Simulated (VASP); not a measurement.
# LaAgS2 (R-3m) in VASP: notebook, part 2 of 2

VASP 6.6.1.

## Step 3: Single point, PBE (22.55 Å³/atom)

This run uses another cell than the first one, of 22.55 Å³/atom.

INCAR reads:

```
PREC = Accurate
ENCUT = 520
EDIFF = 1E-7
ISMEAR = 0
SIGMA = 0.01
LREAL = F
LASPH = T
NELM = 100
ALGO = Normal
ISIF = 2
LWAVE = F
LCHARG = F
GGA = PE
NBANDS = 44
```

KPOINTS reads:

```
regular mesh
0
Gamma
  6 6 6
```

POSCAR reads:

```
LaAgS2
1.0
    2.2528086076      1.3006596560     10.2609397121
   -2.2528086076      1.3006596560     10.2609397121
    0.0000000000     -2.6013193121     10.2609397121
Ag La S
2 2 4
Direct
    0.8539073340      0.8539073340      0.8539073340
    0.1460926660      0.1460926660      0.1460926660
    0.3896190939      0.3896190939      0.3896190939
    0.6103809061      0.6103809061      0.6103809061
    0.5000000000      0.5000000000      0.5000000000
    0.7514607060      0.7514607060      0.7514607060
    1.0000000000      0.0000000000      0.0000000000
    0.2485392940      0.2485392940      0.2485392940
```

Potentials or basis: VASP PAW PBE potentials, release 64 (Ag, La, S).

Run with:

```bash
> cat potpaw_PBE.64/Ag/POTCAR potpaw_PBE.64/La/POTCAR potpaw_PBE.64/S/POTCAR > POTCAR
> mpirun -np 1 vasp_std > vasp.out
```

OUTCAR:

```text
PREC = Accurate
   ENCUT = 520
   EDIFF = 1E-7
   ISMEAR = 0
   LREAL = F
   LASPH = T
   NELM = 100
   ISIF = 2
   GGA = PE

 ion  position               nearest neighbor table
   1  0.854  0.854  0.854-   5 2.68   5 2.68   5 2.68   2 2.89   2 2.89   2 2.89   6 3.15
   2  0.146  0.146  0.146-   5 2.68   5 2.68   5 2.68   1 2.89   1 2.89   1 2.89   8 3.15
   3  0.390  0.390  0.390-   6 2.75   6 2.75   6 2.75   7 3.13   7 3.13   7 3.13
   4  0.610  0.610  0.610-   8 2.75   8 2.75   8 2.75   7 3.13   7 3.13   7 3.13
   5  0.500  0.500  0.500-   2 2.68   2 2.68   1 2.68   1 2.68   2 2.68   1 2.68
   6  0.751  0.751  0.751-   3 2.75   3 2.75   3 2.75   1 3.15
   7  0.000  0.000  0.000-   4 3.13   3 3.13   4 3.13   4 3.13   3 3.13   3 3.13
   8  0.249  0.249  0.249-   4 2.75   4 2.75   4 2.75   2 3.15

  LATTYP: Found a trigonal (rhomboedric) cell.
 ALAT       =    10.5855441966
 COS(alpha) =     0.9094158508

  Lattice vectors:

 A1 = (   2.2528086076,   1.3006596560,  10.2609397121)
 A2 = (  -2.2528086076,   1.3006596560,  10.2609397121)
 A3 = (   0.0000000000,  -2.6013193121,  10.2609397121)

Analysis of symmetry for initial positions (statically):
=====================================================================
 Subroutine PRICEL returns:
 Original cell was already a primitive cell.

 Routine SETGRP: Setting up the symmetry group for a
 trigonal (rhombohedral) supercell.

 Subroutine GETGRP returns: Found 12 space group operations
 (whereof 12 operations were pure point group operations)
 out of a pool of 12 trial point group operations.

The static configuration has the point symmetry D_3d.

Analysis of symmetry for dynamics (positions and initial velocities):
=====================================================================
 Subroutine PRICEL returns:
 Original cell was already a primitive cell.

 Routine SETGRP: Setting up the symmetry group for a
 trigonal (rhombohedral) supercell.

[... 140 lines left out ...]
   LORBIT       =      0    0 simple, 1 ext, 2 COOP (PROOUT), +10 PAW based schemes
   GGA     = PE    functional components
   LHFCALC =     F    Hartree Fock is set to
   AEXX    =    0.0000 exact exchange contribution
   IVDW    =     0    specifies the selected vdW correction
   LEPSILON=     F    determine dielectric tensor
   LRPA    =     F    only Hartree local field effects (RPA)
 non-spin polarized calculation
 Gauss-broadening in eV      SIGMA  =   0.01
  energy-cutoff  :      520.00
  volume of cell :      180.40
 maximum number of plane-waves:      4922
   NGX = 39   NGY = 39   NGZ = 39

 number of electron      67.9999999 magnetization

 Free energy of the ion-electron system (eV)
  ---------------------------------------------------
  ext. energy  EPLUGINS =         0.00000000
  ---------------------------------------------------
  free energy    TOTEN  =       -41.60402390 eV

  energy without entropy =      -41.60402390  energy(sigma->0) =      -41.60402390

 E-fermi :   7.0321     XC(G=0): -10.1959

 val. band max:        6.9769614875   @ k =   0.0000   0.0000   0.0000
 cond. band min:       7.7208806518   @ k =   0.0000   0.0000   0.0000
 fundamental gap:      0.7439191642
 Fermi energy:         7.0320623944

 k-point     1 :       0.0000    0.0000    0.0000
  band No.  band energies     occupation
      1     -25.6079      2.00000
      2     -25.5892      2.00000
      3      -9.7050      2.00000
      4      -9.4237      2.00000
      5      -9.3230      2.00000
      6      -9.3230      2.00000
[... 1117 lines left out ...]
     43       9.3040      0.00000
     44       9.3201      0.00000

 [... further k-points ...]

------------------------ aborting loop because EDIFF is reached ----------------------------------------

  FORCE on cell =-STRESS in cart. coord.  units (eV):
  Direction    XX          YY          ZZ          XY          YZ          ZX
  --------------------------------------------------------------------------------------
  -------------------------------------------------------------------------------------
  Total        2.7559943      2.7559943      1.5303621     -0.0000000     -0.0000000      0.0000000
  in kB       24.4772451     24.4772451     13.5918457     -0.0000000     -0.0000000      0.0000000
  external PRESSURE =      20.8487786 kB  Pullay stress =       0.0000000 kB

 VOLUME and BASIS-vectors are now :
 -----------------------------------------------------------------------------
  energy-cutoff  :      520.00
  volume of cell :      180.40
      direct lattice vectors                 reciprocal lattice vectors
     2.252808608  1.300659656 10.260939712     0.221945175  0.128140106  0.032485654
    -2.252808608  1.300659656 10.260939712    -0.221945175  0.128140106  0.032485654
     0.000000000 -2.601319312 10.260939712     0.000000000 -0.256280213  0.032485654

 POSITION                                       TOTAL-FORCE (eV/Angst)
 -----------------------------------------------------------------------------------
      0.00000     -0.00000     26.28568        -0.000000     -0.000000      0.095005
      0.00000     -0.00000      4.49714        -0.000000      0.000000     -0.095005
      0.00000     -0.00000     11.99357        -0.000000      0.000000     -0.081203
      0.00000     -0.00000     18.78925        -0.000000     -0.000000      0.081203
      0.00000     -0.00000     15.39141         0.000000     -0.000000      0.000000
      0.00000     -0.00000     23.13208        -0.000000     -0.000000      0.105919
      0.00000      0.00000      0.00000        -0.000000     -0.000000      0.000000
      0.00000     -0.00000      7.65074        -0.000000      0.000000     -0.105919
 -----------------------------------------------------------------------------------
    total drift:                                0.000000     -0.000000      0.000000

  FREE ENERGIE OF THE ION-ELECTRON SYSTEM (eV)
  ---------------------------------------------------
  free  energy   TOTEN  =       -41.6040239013 eV

  energy  without entropy=      -41.6040239013  energy(sigma->0) =      -41.60402390
```

stdout:

```text
POSCAR found type information on POSCAR AgLaS
 POSCAR found :  3 types and       8 ions
 scaLAPACK will be used
 LDA part: xc-table for (Slater+PW92), standard interpolation
 POSCAR, INCAR and KPOINTS ok, starting setup
 FFT: planning ... GRIDC
 FFT: planning ... GRID_SOFT
 FFT: planning ... GRID
 WAVECAR not read
 entering main loop
```

It took 25 min on 1 thread of Intel Xeon Platinum 8488C (Sapphire Rapids), shared host; peak memory 1.1 GiB.

Results:

- Free energy: -41.6040 eV
- Pressure: 2.1 GPa
- Largest force: 0.106 eV/Å
- Band gap on the k mesh: 0.74 eV

Forces on the atoms (eV/Å):
```
Ag   0.000  0.000  0.095
Ag   0.000  0.000 -0.095
La   0.000  0.000 -0.081
La   0.000  0.000  0.081
S    0.000  0.000  0.000
S    0.000  0.000  0.106
S    0.000  0.000  0.000
S    0.000  0.000 -0.106
```

Stress tensor (GPa, compression positive):
```
2.45 0.00 0.00
0.00 2.45 0.00
0.00 0.00 1.36
```

Caveat: semilocal functionals underestimate gaps, and a narrow one can read as zero; spin-orbit coupling is left out, which moves the levels of the heavy elements.

## Step 4: Single point, PBE

This run uses another cell than the first one, of 23.25 Å³/atom.

INCAR reads:

```
SYSTEM = LaAgS2
  PREC = Accurate
  ENCUT = 520
  EDIFF = 1E-6
  ISMEAR = 0
  SIGMA = 0.01
  LREAL = .FALSE.
  LASPH = .TRUE.
  NELM = 60
  ALGO = Normal
  ISIF = 2
  LWAVE = .FALSE.
  LCHARG = .FALSE.
  GGA = PE
  NBANDS = 44
```

KPOINTS reads:

```
Automatic mesh
0
G
  6 6 6
  0 0 0
```

Edit POSCAR of step 3 so:

```diff
@@ -2,5 +2,5 @@
 1.0
-    2.2528086076      1.3006596560     10.2609397121
-   -2.2528086076      1.3006596560     10.2609397121
-    0.0000000000     -2.6013193121     10.2609397121
+    2.2757980384      1.3139326101     10.3656504107
+   -2.2757980384      1.3139326101     10.3656504107
+    0.0000000000     -2.6278652202     10.3656504107
 Ag La S
```

Potentials or basis: VASP PAW PBE potentials, release 64 (Ag, La, S).

Run with:

```bash
> cat potpaw_PBE.64/Ag/POTCAR potpaw_PBE.64/La/POTCAR potpaw_PBE.64/S/POTCAR > POTCAR
> mpirun -np 1 vasp_std > vasp.out
```

OUTCAR:

```text
SYSTEM = LaAgS2
   PREC = Accurate
   ENCUT = 520
   EDIFF = 1E-6
   ISMEAR = 0
   LREAL = .FALSE.
   LASPH = .TRUE.
   NELM = 60
   ISIF = 2
   GGA = PE

 ion  position               nearest neighbor table
   1  0.854  0.854  0.854-   5 2.70   5 2.70   5 2.70   2 2.92   2 2.92   2 2.92   6 3.19
   2  0.146  0.146  0.146-   5 2.70   5 2.70   5 2.70   1 2.92   1 2.92   1 2.92   8 3.19
   3  0.390  0.390  0.390-   6 2.77   6 2.77   6 2.77   7 3.16   7 3.16   7 3.16
   4  0.610  0.610  0.610-   8 2.77   8 2.77   8 2.77   7 3.16   7 3.16   7 3.16
   5  0.500  0.500  0.500-   2 2.70   2 2.70   1 2.70   1 2.70   2 2.70   1 2.70
   6  0.751  0.751  0.751-   3 2.77   3 2.77   3 2.77   1 3.19
   7  0.000  0.000  0.000-   4 3.16   4 3.16   3 3.16   3 3.16   4 3.16   3 3.16
   8  0.249  0.249  0.249-   4 2.77   4 2.77   4 2.77   2 3.19

  LATTYP: Found a trigonal (rhomboedric) cell.
 ALAT       =    10.6935674147
 COS(alpha) =     0.9094158508

  Lattice vectors:

 A1 = (   2.2757980384,   1.3139326101,  10.3656504107)
 A2 = (  -2.2757980384,   1.3139326101,  10.3656504107)
 A3 = (   0.0000000000,  -2.6278652202,  10.3656504107)

Analysis of symmetry for initial positions (statically):
=====================================================================
 Subroutine PRICEL returns:
 Original cell was already a primitive cell.

 Routine SETGRP: Setting up the symmetry group for a
 trigonal (rhombohedral) supercell.

 Subroutine GETGRP returns: Found 12 space group operations
 (whereof 12 operations were pure point group operations)
 out of a pool of 12 trial point group operations.

The static configuration has the point symmetry D_3d.

Analysis of symmetry for dynamics (positions and initial velocities):
=====================================================================
 Subroutine PRICEL returns:
 Original cell was already a primitive cell.

 Routine SETGRP: Setting up the symmetry group for a
 trigonal (rhombohedral) supercell.

 Subroutine GETGRP returns: Found 12 space group operations
 (whereof 12 operations were pure point group operations)
 out of a pool of 12 trial point group operations.

The dynamic configuration has the point symmetry D_3d.

 Subroutine INISYM returns: Found 12 space group operations
 (whereof 12 operations are pure point group operations),
 and found     1 'primitive' translations

----------------------------------------------------------------------------------------

                                     Primitive cell

  volume of cell :     185.9750

  direct lattice vectors                    reciprocal lattice vectors
     2.275798038  1.313932610 10.365650411     0.219703151  0.126845673  0.032157493
    -2.275798038  1.313932610 10.365650411    -0.219703151  0.126845673  0.032157493
     0.000000000 -2.627865220 10.365650411     0.000000000 -0.253691347  0.032157493

  length of vectors
    10.693567415 10.693567415 10.693567415     0.255721340  0.255721340  0.255721340

  position of ions in fractional coordinates (direct lattice)
     0.853907334  0.853907334  0.853907334
     0.146092666  0.146092666  0.146092666
     0.389619094  0.389619094  0.389619094
[... 46 lines left out ...]
  0.166667  0.000000  0.000000      6.000000
  0.333333 -0.000000  0.000000      6.000000
  0.500000 -0.000000  0.000000      3.000000
  0.166667  0.166667  0.000000      6.000000
  0.333333  0.166667  0.000000     12.000000
[... 16 lines left out ...]
  0.500000  0.500000  0.166667      6.000000
 -0.333333  0.500000  0.166667     12.000000
 [... further k-points ...]
   k-points           NKPTS =     32   k-points in BZ     NKDIM =     32   number of bands    NBANDS=     44
   number of dos      NEDOS =    301   number of ions     NIONS =      8
   total plane-waves  NPLWV = 512000
   dimension x,y,z NGX =    80 NGY =   80 NGZ =   80
   dimension x,y,z NGXF=   160 NGYF=  160 NGZF=  160
   ions per type =               2   2   4
   NGX,Y,Z   is equivalent  to a cutoff of  12.44, 12.44, 12.44 a.u.
   NGXF,Y,Z  is equivalent  to a cutoff of  24.87, 24.87, 24.87 a.u.
 SYSTEM =  LaAgS2
   PREC   = accura    normal or accurate (medium, high low for compatibility)
   ISTART =      0    job   : 0-new  1-cont  2-samecut
   ICHARG =      2    charge: 1-file 2-atom 10-const
   ISPIN  =      1    spin polarized calculation?
   LNONCOLLINEAR =      F non collinear calculations
   LSORBIT =      F    spin-orbit coupling
   LASPH  =      T    aspherical Exc in radial PAW
   ENCUT  =  520.0 eV  38.22 Ry    6.18 a.u.  19.88 19.88 19.88*2*pi/ulx,y,z
   NELM   =     60;   NELMIN=  2; NELMDL= -5     # of ELM steps
   EDIFF  = 0.1E-05   stopping-criterion for ELM
   LREAL  =      F    real-space projection
   EDIFFG = 0.1E-04   stopping-criterion for IOM
   NSW    =      0    number of steps for IOM
   IBRION =     -1    ionic relax: 0-MD 1-quasi-New 2-CG
   NFREE  =      0    steps in history (QN), initial steepest desc. (CG)
   ISIF   =      2    stress and relaxation
   ISYM   =      2    0-nonsym 1-usesym 2-fastsym
   POTIM  = 0.5000    time-step for ionic-motion
   TEBEG  =    0.0;   TEEND  =   0.0 temperature during run
   PSTRESS=    0.0 pullay stress
   NELECT =      68.0000    total number of electrons
   NUPDOWN=      -1.0000    fix difference up-down
   EMIN   =  10.00;   EMAX   =-10.00  energy-range for DOS
   EFERMI =   0.00;   METHOD = LEGACY
   ISMEAR =     0;   SIGMA  =   0.01  broadening in eV -4-tet -1-fermi 0-gaus
   EFERMI_NEDOS =   21; number of points for ismear=-14 and -15
   IALGO  =     38    algorithm
   IMIX   =      4    mixing-type and parameters
     AMIX     =   0.40;   BMIX     =  1.00
     AMIX_MAG =   1.60;   BMIX_MAG =  1.00
  volume/ion in A,a.u.               =      23.25       156.88
  Fermi-wavevector in a.u.,A,eV,Ry     =   1.170648  2.212204 18.645646  1.370416
  Thomas-Fermi vector in A             =   2.307103
   LORBIT       =      0    0 simple, 1 ext, 2 COOP (PROOUT), +10 PAW based schemes
   GGA     = PE    functional components
   LHFCALC =     F    Hartree Fock is set to
   AEXX    =    0.0000 exact exchange contribution
   IVDW    =     0    specifies the selected vdW correction
   LEPSILON=     F    determine dielectric tensor
   LRPA    =     F    only Hartree local field effects (RPA)
 non-spin polarized calculation
 Gauss-broadening in eV      SIGMA  =   0.01
  energy-cutoff  :      520.00
  volume of cell :      185.98
 maximum number of plane-waves:      5085
   NGX = 39   NGY = 39   NGZ = 39

 number of electron      68.0000005 magnetization

 Free energy of the ion-electron system (eV)
  ---------------------------------------------------
  ext. energy  EPLUGINS =         0.00000000
  ---------------------------------------------------
  free energy    TOTEN  =       -41.63837259 eV

  energy without entropy =      -41.63837259  energy(sigma->0) =      -41.63837259

 E-fermi :   6.6981     XC(G=0): -10.0502

 val. band max:        6.6042420071   @ k =   0.0000   0.0000   0.0000
 cond. band min:       7.3172603765   @ k =   0.0000   0.0000   0.0000
 fundamental gap:      0.7130183694
 Fermi energy:         6.6980600911

 k-point     1 :       0.0000    0.0000    0.0000
  band No.  band energies     occupation
      1     -26.0421      2.00000
      2     -26.0261      2.00000
      3     -10.0734      2.00000
      4      -9.8276      2.00000
      5      -9.7312      2.00000
      6      -9.7312      2.00000
[... 1117 lines left out ...]
     43       8.8544      0.00000
     44       8.8639      0.00000

 [... further k-points ...]

------------------------ aborting loop because EDIFF is reached ----------------------------------------

  FORCE on cell =-STRESS in cart. coord.  units (eV):
  Direction    XX          YY          ZZ          XY          YZ          ZX
  --------------------------------------------------------------------------------------
  -------------------------------------------------------------------------------------
  Total       -0.1936289     -0.1936289     -0.0967900      0.0000000     -0.0000000      0.0000000
  in kB       -1.6681159     -1.6681159     -0.8338469      0.0000000     -0.0000000      0.0000000
  external PRESSURE =      -1.3900263 kB  Pullay stress =       0.0000000 kB

 VOLUME and BASIS-vectors are now :
 -----------------------------------------------------------------------------
  energy-cutoff  :      520.00
  volume of cell :      185.98
      direct lattice vectors                 reciprocal lattice vectors
     2.275798038  1.313932610 10.365650411     0.219703151  0.126845673  0.032157493
    -2.275798038  1.313932610 10.365650411    -0.219703151  0.126845673  0.032157493
     0.000000000 -2.627865220 10.365650411     0.000000000 -0.253691347  0.032157493

 POSITION                                       TOTAL-FORCE (eV/Angst)
 -----------------------------------------------------------------------------------
      0.00000      0.00000     26.55391         0.000000      0.000000     -0.006005
      0.00000      0.00000      4.54304         0.000000     -0.000000      0.006005
      0.00000      0.00000     12.11597         0.000000      0.000000      0.004045
      0.00000      0.00000     18.98099         0.000000     -0.000000     -0.004045
      0.00000      0.00000     15.54848         0.000000      0.000000      0.000000
      0.00000      0.00000     23.36814         0.000000      0.000000     -0.005290
      0.00000      0.00000      0.00000         0.000000      0.000000      0.000000
      0.00000      0.00000      7.72881         0.000000      0.000000      0.005290
 -----------------------------------------------------------------------------------
    total drift:                                0.000000     -0.000000      0.000000

  FREE ENERGIE OF THE ION-ELECTRON SYSTEM (eV)
  ---------------------------------------------------
  free  energy   TOTEN  =       -41.6383725931 eV

  energy  without entropy=      -41.6383725931  energy(sigma->0) =      -41.63837259
```

It took 21 min on 1 thread of Intel Xeon Platinum 8488C (Sapphire Rapids), shared host; peak memory 1.1 GiB.

Results:

| Quantity | Value |
| --- | --- |
| Free energy | -41.6384 eV |
| Pressure | -0.1 GPa |
| Largest force | 0.006 eV/Å |
| Band gap on the k mesh | 0.71 eV |

Forces in eV/Å, atoms in the order of the input:
```
Ag   0.000  0.000 -0.006
Ag   0.000  0.000  0.006
La   0.000  0.000  0.004
La   0.000  0.000 -0.004
S    0.000  0.000  0.000
S    0.000  0.000 -0.005
S    0.000  0.000  0.000
S    0.000  0.000  0.005
```

Levels at points of the mesh, in eV from the valence-band top:
| k point | band 31 | band 32 | band 33 | band 34 | band 35 | band 36 | band 37 | band 38 |
| --- | --- | --- | --- | --- | --- | --- | --- | --- |
| (0.00, 0.00, 0.00) | -1.73 | -0.93 | 0.00 | 0.00 | 0.71 | 1.45 | 1.45 | 1.49 |
| (0.50, 0.00, 0.00) | -1.65 | -1.53 | -1.21 | -0.99 | 1.22 | 1.36 | 1.94 | 2.03 |
| (0.50, 0.50, 0.00) | -2.02 | -1.23 | -0.97 | -0.94 | 1.15 | 1.50 | 1.88 | 2.00 |
| (0.50, 0.50, 0.50) | -1.77 | -1.40 | -0.01 | -0.01 | 0.95 | 1.53 | 1.53 | 1.55 |

Caveat: semilocal functionals underestimate gaps, and a narrow one can read as zero; spin-orbit coupling is left out, which moves the levels of the heavy elements.

## Step 5: The runs side by side

| cell | gap on the mesh (eV) | pressure (GPa) | largest force (eV/Å) |
| --- | --- | --- | --- |
| a = 10.475 Å, angles 24.6°, 8 atoms | 0.77 | 4.7 | 0.23 |
| a = 10.586 Å, angles 24.6°, 8 atoms | 0.74 | 2.1 | 0.11 |
| a = 10.694 Å, angles 24.6°, 8 atoms | 0.71 | -0.1 | 0.01 |

Alike in all rows: task single point; level PBE; potentials or basis VASP PAW PBE potentials, release 64 (Ag, La, S); no spin polarisation; k mesh 6 × 6 × 6; cutoff (eV) 520; smearing gaussian 0.01 eV.

Caveats: semilocal functionals underestimate gaps, and a narrow one can read as zero; spin-orbit coupling is left out, which moves the levels of the heavy elements; the cell stands under pressure (at least some runs).

Total energies depend on the potentials used, so only differences within one code and one set of settings carry meaning.
